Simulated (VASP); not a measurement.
# YRuO4 (I4_1/amd) in VASP: single point with PBE

Aim: the single point of YRuO4 with PBE.

Everything below comes from runs of VASP 6.6.1. Logs are shortened: lines on timing, memory, paths and dates and some standing lists are left out, and cuts for length are marked.

### Step 1. The cell of the first run

Symmetry: I4_1/amd, No. 141, tetragonal system. Conventional cell: a = 7.244 Å, b = 7.244 Å, c = 6.581 Å, α = 90.00°, β = 90.00°, γ = 90.00°. Within 3.1 Å of Y (site symmetry -4m2) lie 8 O at 2.33 to 2.42 Å. Ru (site symmetry -4m2) has 4 O at 1.83 Å within 2.4 Å. O (site symmetry m) has 1 Ru at 1.83 Å and 1 Y at 2.33 Å within 2.4 Å.

### Step 2. Single point, PBE

Input file INCAR:

```
SYSTEM = YRuO4
PREC = Accurate
ENCUT = 520
EDIFF = 1E-6
ISMEAR = -1
SIGMA = 0.1
LREAL = .False.
LASPH = .True.
NELM = 100
ALGO = Normal
ISIF = 2
LWAVE = .False.
LCHARG = .False.
GGA = PE
NBANDS = 61
```

Input file KPOINTS:

```
Automatic mesh
0
Gamma
  5 5 5
  0 0 0
```

Input file POSCAR:

```
YRuO4
1.0
   -3.6221766203      3.6221766203      3.2904075922
    3.6221766203     -3.6221766203      3.2904075922
    3.6221766203      3.6221766203     -3.2904075922
Y Ru O
2 2 8
Direct
    0.0000000000      0.0000000000      0.0000000000
    0.7500000000      0.2500000000      0.5000000000
    0.5000000000      0.5000000000      0.0000000000
    0.2500000000      0.7500000000      0.5000000000
    0.4907075753      0.3080592936      0.1826482817
    0.0580592936      0.3754110119      0.3173517183
    0.1254110119      0.3080592936      0.8173517183
    0.0580592936      0.7407075753      0.6826482817
    0.2592924247      0.9419407064      0.3173517183
    0.6919407064      0.5092924247      0.8173517183
    0.6245889881      0.9419407064      0.6826482817
    0.6919407064      0.8745889881      0.1826482817
```

Potentials or basis: VASP PAW PBE potentials, release 64 (Y_sv, Ru_pv, O).

Run with:

```bash
cat potpaw_PBE.64/Y_sv/POTCAR potpaw_PBE.64/Ru_pv/POTCAR potpaw_PBE.64/O/POTCAR > POTCAR
mpirun -np 1 vasp_std > vasp.out
```

OUTCAR:

```text
SYSTEM = YRuO4
   PREC = Accurate
   ENCUT = 520
   EDIFF = 1E-6
   ISMEAR = -1
   LREAL = .False.
   LASPH = .True.
   NELM = 100
   ISIF = 2
   GGA = PE

 ion  position               nearest neighbor table
   1  0.000  0.000  0.000-   6 2.33  11 2.33   9 2.33   8 2.33   7 2.42  12 2.42   5 2.42  10 2.42
                             3 3.29   3 3.29   2 3.98   2 3.98   2 3.98   2 3.98
   2  0.750  0.250  0.500-   7 2.33  12 2.33  10 2.33   5 2.33  11 2.42   6 2.42   9 2.42   8 2.42
                             4 3.29   4 3.29   1 3.98   1 3.98   1 3.98   1 3.98
   3  0.500  0.500  0.000-   5 1.83  10 1.83   7 1.83  12 1.83   1 3.29   1 3.29
   4  0.250  0.750  0.500-   8 1.83   9 1.83   6 1.83  11 1.83   2 3.29   2 3.29
   5  0.491  0.308  0.183-   3 1.83   2 2.33   1 2.42
   6  0.058  0.375  0.317-   4 1.83   1 2.33   2 2.42
   7  0.125  0.308  0.817-   3 1.83   2 2.33   1 2.42
   8  0.058  0.741  0.683-   4 1.83   1 2.33   2 2.42
   9  0.259  0.942  0.317-   4 1.83   1 2.33   2 2.42
  10  0.692  0.509  0.817-   3 1.83   2 2.33   1 2.42
  11  0.625  0.942  0.683-   4 1.83   1 2.33   2 2.42
  12  0.692  0.875  0.183-   3 1.83   2 2.33   1 2.42

  LATTYP: Found a body centered tetragonal cell.
 ALAT       =     7.2443532406
 C/A-ratio  =     0.9084061704

  Lattice vectors:

 A1 = (  -3.6221766203,   3.6221766203,   3.2904075922)
 A2 = (   3.6221766203,  -3.6221766203,   3.2904075922)
 A3 = (   3.6221766203,   3.6221766203,  -3.2904075922)

Analysis of symmetry for initial positions (statically):
=====================================================================
 Subroutine PRICEL returns:
 Original cell was already a primitive cell.

 Routine SETGRP: Setting up the symmetry group for a
 body centered tetragonal supercell.

 Subroutine GETGRP returns: Found 16 space group operations
 (whereof  8 operations were pure point group operations)
 out of a pool of 16 trial point group operations.

The static configuration has the point symmetry D_2d.
 The point group associated with its full space group is D_4h.

Analysis of symmetry for dynamics (positions and initial velocities):
=====================================================================
 Subroutine PRICEL returns:
 Original cell was already a primitive cell.

 Routine SETGRP: Setting up the symmetry group for a
 body centered tetragonal supercell.

 Subroutine GETGRP returns: Found 16 space group operations
 (whereof  8 operations were pure point group operations)
 out of a pool of 16 trial point group operations.

The dynamic configuration has the point symmetry D_2d.
 The point group associated with its full space group is D_4h.

 Subroutine INISYM returns: Found 16 space group operations
 (whereof  8 operations are pure point group operations),
 and found     1 'primitive' translations

----------------------------------------------------------------------------------------

                                     Primitive cell

  volume of cell :     172.6827

  direct lattice vectors                    reciprocal lattice vectors
    -3.622176620  3.622176620  3.290407592     0.000000000  0.138038548  0.151956858
     3.622176620 -3.622176620  3.290407592     0.138038548  0.000000000  0.151956858
     3.622176620  3.622176620 -3.290407592     0.138038548  0.138038548  0.000000000

  length of vectors
     6.088276362  6.088276362  6.088276362     0.205293759  0.205293759  0.195215986

  position of ions in fractional coordinates (direct lattice)
     0.000000000  0.000000000  0.000000000
     0.750000000  0.250000000  0.500000000
     0.500000000  0.500000000  0.000000000
     0.250000000  0.750000000  0.500000000
     0.490707575  0.308059294  0.182648282
     0.058059294  0.375411012  0.317351718
     0.125411012  0.308059294  0.817351718
     0.058059294  0.740707575  0.682648282
     0.259292425  0.941940706  0.317351718
     0.691940706  0.509292425  0.817351718
     0.624588988  0.941940706  0.682648282
     0.691940706  0.874588988  0.182648282

  ion indices of the primitive-cell ions
   primitive index   ion index
                 1           1
                 2           2
                 3           3
                 4           4
                 5           5
                 6           6
                 7           7
                 8           8
                 9           9
                10          10
                11          11
                12          12

----------------------------------------------------------------------------------------

 KPOINTS: Automatic mesh

Automatic generation of k-mesh.
 Grid dimensions read from file:
 generate k-points for:    5    5    5

 Generating k-lattice:

  Cartesian coordinates                     Fractional coordinates (reciprocal lattice)
     0.000000000  0.027607710  0.030391372     0.200000000  0.000000000  0.000000000
     0.027607710  0.000000000  0.030391372     0.000000000  0.200000000  0.000000000
     0.027607710  0.027607710  0.000000000     0.000000000  0.000000000  0.200000000

  Length of vectors
     0.041058752  0.041058752  0.039043197

  Shift w.r.t. Gamma in fractional coordinates (k-lattice)
     0.000000000  0.000000000  0.000000000

 Subroutine IBZKPT returns following result:
 ===========================================

 Found     18 irreducible k-points:

 Following reciprocal coordinates:
            Coordinates               Weight
  0.000000  0.000000  0.000000      1.000000
  0.200000  0.000000  0.000000      8.000000
  0.400000  0.000000  0.000000      8.000000
  0.200000  0.200000  0.000000      8.000000
  0.400000  0.200000  0.000000     16.000000
 -0.400000  0.200000 -0.000000     16.000000
[... 10 lines left out ...]
 -0.400000  0.400000  0.400000      4.000000
 -0.400000 -0.400000  0.400000      2.000000
   k-points           NKPTS =     18   k-points in BZ     NKDIM =     18   number of bands    NBANDS=     61
   number of dos      NEDOS =    301   number of ions     NIONS =     12
   total plane-waves  NPLWV = 110592
   dimension x,y,z NGX =    48 NGY =   48 NGZ =   48
   dimension x,y,z NGXF=    96 NGYF=   96 NGZF=   96
   ions per type =               2   2   8
   NGX,Y,Z   is equivalent  to a cutoff of  13.11, 13.11, 13.11 a.u.
   NGXF,Y,Z  is equivalent  to a cutoff of  26.21, 26.21, 26.21 a.u.
 SYSTEM =  YRuO4
   PREC   = accura    normal or accurate (medium, high low for compatibility)
   ISTART =      0    job   : 0-new  1-cont  2-samecut
   ICHARG =      2    charge: 1-file 2-atom 10-const
   ISPIN  =      1    spin polarized calculation?
   LNONCOLLINEAR =      F non collinear calculations
   LSORBIT =      F    spin-orbit coupling
   LASPH  =      T    aspherical Exc in radial PAW
   ENCUT  =  520.0 eV  38.22 Ry    6.18 a.u.  11.32 11.32 11.32*2*pi/ulx,y,z
   NELM   =    100;   NELMIN=  2; NELMDL= -5     # of ELM steps
   EDIFF  = 0.1E-05   stopping-criterion for ELM
   LREAL  =      F    real-space projection
   EDIFFG = 0.1E-04   stopping-criterion for IOM
   NSW    =      0    number of steps for IOM
   IBRION =     -1    ionic relax: 0-MD 1-quasi-New 2-CG
   NFREE  =      0    steps in history (QN), initial steepest desc. (CG)
   ISIF   =      2    stress and relaxation
   ISYM   =      2    0-nonsym 1-usesym 2-fastsym
   POTIM  = 0.5000    time-step for ionic-motion
   TEBEG  =    0.0;   TEEND  =   0.0 temperature during run
   PSTRESS=    0.0 pullay stress
   NELECT =      98.0000    total number of electrons
   NUPDOWN=      -1.0000    fix difference up-down
   EMIN   =  10.00;   EMAX   =-10.00  energy-range for DOS
   EFERMI =   0.00;   METHOD = LEGACY
   ISMEAR =    -1;   SIGMA  =   0.10  broadening in eV -4-tet -1-fermi 0-gaus
   EFERMI_NEDOS =   21; number of points for ismear=-14 and -15
   IALGO  =     38    algorithm
   IMIX   =      4    mixing-type and parameters
     AMIX     =   0.40;   BMIX     =  1.00
     AMIX_MAG =   1.60;   BMIX_MAG =  1.00
  volume/ion in A,a.u.               =      14.39        97.11
  Fermi-wavevector in a.u.,A,eV,Ry     =   1.355399  2.561333 24.995356  1.837107
  Thomas-Fermi vector in A             =   2.482490
   LORBIT       =      0    0 simple, 1 ext, 2 COOP (PROOUT), +10 PAW based schemes
   GGA     = PE    functional components
   LHFCALC =     F    Hartree Fock is set to
   AEXX    =    0.0000 exact exchange contribution
   IVDW    =     0    specifies the selected vdW correction
   LEPSILON=     F    determine dielectric tensor
   LRPA    =     F    only Hartree local field effects (RPA)
 non-spin polarized calculation
  energy-cutoff  :      520.00
  volume of cell :      172.68
 maximum number of plane-waves:      4663
 NGX is ok and might be reduce to    48
   NGX = 23   NGY = 23   NGZ = 23

 number of electron      97.9999999 magnetization

 Free energy of the ion-electron system (eV)
  ---------------------------------------------------
  ext. energy  EPLUGINS =         0.00000000
  ---------------------------------------------------
  free energy    TOTEN  =       -93.85151854 eV

  energy without entropy =      -93.44859677  energy(sigma->0) =      -93.65005765

 E-fermi :   3.6413     XC(G=0): -10.0660

 val. band max:        3.6383074225   @ k =   0.0000   0.0000   0.0000
 cond. band min:       3.6468141871   @ k =  -0.4000   0.4000   0.0000
 fundamental gap:      0.0085067647
 Fermi energy:         3.6413433174

 k-point     1 :       0.0000    0.0000    0.0000
  band No.  band energies     occupation
      1     -41.2210      2.00000
      2     -41.2204      2.00000
      3     -41.0481      2.00000
      4     -41.0481      2.00000
      5     -41.0447      2.00000
      6     -41.0447      2.00000
[... 53 lines left out ...]
     60       8.4501      0.00000
     61       8.8553      0.00000

 k-point     2 :       0.2000    0.0000    0.0000
  band No.  band energies     occupation
      1     -41.2210      2.00000
      2     -41.2206      2.00000
      3     -41.0481      2.00000
      4     -41.0478      2.00000
      5     -41.0451      2.00000
      6     -41.0447      2.00000
[... 53 lines left out ...]
     60       8.5535      0.00000
     61       8.7799      0.00000

 k-point     3 :       0.4000    0.0000    0.0000
  band No.  band energies     occupation
      1     -41.2211      2.00000
      2     -41.2209      2.00000
      3     -41.0482      2.00000
      4     -41.0470      2.00000
      5     -41.0459      2.00000
      6     -41.0446      2.00000
[... 949 lines left out ...]
     60       8.5758      0.00000
     61       8.8786      0.00000

 k-point    18 :      -0.4000   -0.4000    0.4000
  band No.  band energies     occupation
      1     -41.2208      2.00000
      2     -41.2208      2.00000
      3     -41.0484      2.00000
      4     -41.0484      2.00000
      5     -41.0444      2.00000
      6     -41.0444      2.00000
[... 53 lines left out ...]
     60       8.8593      0.00000
     61       8.8784      0.00000

------------------------ aborting loop because EDIFF is reached ----------------------------------------

  FORCE on cell =-STRESS in cart. coord.  units (eV):
  Direction    XX          YY          ZZ          XY          YZ          ZX
  --------------------------------------------------------------------------------------
  -------------------------------------------------------------------------------------
  Total        0.1578237      0.1578237      0.5931645      0.0000000      0.0000000      0.0000000
  in kB        1.4643127      1.4643127      5.5034720      0.0000000      0.0000000      0.0000000
  external PRESSURE =       2.8106991 kB  Pullay stress =       0.0000000 kB

 VOLUME and BASIS-vectors are now :
 -----------------------------------------------------------------------------
  energy-cutoff  :      520.00
  volume of cell :      172.68
      direct lattice vectors                 reciprocal lattice vectors
    -3.622176620  3.622176620  3.290407592     0.000000000  0.138038548  0.151956858
     3.622176620 -3.622176620  3.290407592     0.138038548  0.000000000  0.151956858
     3.622176620  3.622176620 -3.290407592     0.138038548  0.138038548  0.000000000

 POSITION                                       TOTAL-FORCE (eV/Angst)
 -----------------------------------------------------------------------------------
      0.00000      0.00000      0.00000         0.000000      0.000000      0.000000
     -0.00000      3.62218      1.64520         0.000000      0.000000      0.000000
      0.00000      0.00000      3.29041         0.000000      0.000000      0.000000
      3.62218     -0.00000      1.64520         0.000000      0.000000      0.000000
      0.00000      1.32317      2.02728         0.000000      0.064396     -0.061404
      2.29901      0.00000      0.38208        -0.064396      0.000000     -0.061404
      3.62218      2.29901     -1.26313         0.000000     -0.064396     -0.061404
      4.94535      0.00000      0.38208         0.064396      0.000000     -0.061404
      3.62218     -1.32317      2.90833         0.000000     -0.064396      0.061404
      2.29901      3.62218      1.26313        -0.064396      0.000000      0.061404
      3.62218      1.32317      2.90833         0.000000      0.064396      0.061404
      1.32317     -0.00000      4.55353         0.064396     -0.000000      0.061404
 -----------------------------------------------------------------------------------
    total drift:                                0.000000      0.000000     -0.000000

  FREE ENERGIE OF THE ION-ELECTRON SYSTEM (eV)
  ---------------------------------------------------
  free  energy   TOTEN  =       -93.8515185372 eV

  energy  without entropy=      -93.4485967677  energy(sigma->0) =      -93.65005765
```

Wall time 2.8 min (1 thread of Intel Xeon Platinum 8488C (Sapphire Rapids), shared host); peak memory 0.42 GiB.

Results:

```
Free energy            : -93.8515 eV
Pressure               : 0.3 GPa
Largest force          : 0.089 eV/Å
Band gap on the k mesh : zero (band 49 reaches 3.62 eV, above the bottom of band 50 at 3.55 eV)
```

Forces on the atoms (eV/Å):
```
Y    0.000  0.000  0.000
Y    0.000  0.000  0.000
Ru   0.000  0.000  0.000
Ru   0.000  0.000  0.000
O    0.000  0.064 -0.061
O   -0.064  0.000 -0.061
O    0.000 -0.064 -0.061
O    0.064  0.000 -0.061
O    0.000 -0.064  0.061
O   -0.064  0.000  0.061
O    0.000  0.064  0.061
O    0.064  0.000  0.061
```

Stress tensor (GPa, compression positive):
```
0.15 0.00 0.00
0.00 0.15 0.00
0.00 0.00 0.55
```

Levels at points of the mesh, in eV from the Fermi level:
```
           k point  band 47  band 48  band 49  band 50  band 51  band 52
(0.00, 0.00, 0.00)    -0.96    -0.38    -0.20     0.00     0.04     1.28
```
